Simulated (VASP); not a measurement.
Li2O, 3 atoms in the cell. It takes space group Fm-3m (No. 225, cubic). The conventional cell has a = 4.573 Å, b = 4.573 Å, c = 4.573 Å, α = 90.00°, β = 90.00°, γ = 90.00°. O (site symmetry m-3m) has 8 Li at 1.98 Å within 2.6 Å. Li (site symmetry -43m) has 4 O at 1.98 Å and 6 Li at 2.29 Å within 2.6 Å. 

* Program: VASP 6.6.1
* Task: G0W0 quasiparticle levels
* Functional: HSE06
* Potentials or basis: VASP PAW PBE potentials, release 64 (O_GW, Li_GW)
* Cutoff: 500 eV
* k mesh: 6 × 6 × 6
* Occupations: gaussian, width 0.01 eV
* Spin: no spin polarisation
* Dipole correction: no
* GW scheme: G0W0
* GW iterations: 1
* Cutoff of the response function: 140
* Frequency points: 48
* Empty bands: 89
* Grid for exact exchange (PRECFOCK): Fast
* Further INCAR settings: ALGO = EVGW0; EDIFF = 1e-08; NBANDS = 93
* Share of exact exchange: 0.25
* Screening parameter: 0.2 1/Å

Potentials or basis: VASP PAW PBE potentials, release 64 (O_GW, Li_GW).

Run with:

```bash
$ cat potpaw_PBE.64/O_GW/POTCAR potpaw_PBE.64/Li_GW/POTCAR > POTCAR
$ cp INCAR.step1 INCAR
$ mpirun -np 1 vasp_std > vasp.out
$ cp INCAR.step2 INCAR
$ mpirun -np 1 vasp_std > vasp.out
$ cp INCAR.step3 INCAR
$ mpirun -np 1 vasp_std > vasp.out
$ cp INCAR.step4 INCAR
$ mpirun -np 1 vasp_std > vasp.out
```

Hardware: 1 thread of Intel(R) Xeon(R) 6975P-C (Granite Rapids), on a shared host.

How long does it take, and how much memory?

Wall time 39 min on 1 thread of Intel(R) Xeon(R) 6975P-C (Granite Rapids), on a shared host, peak memory 0.5 GiB. Counts: k points 16.
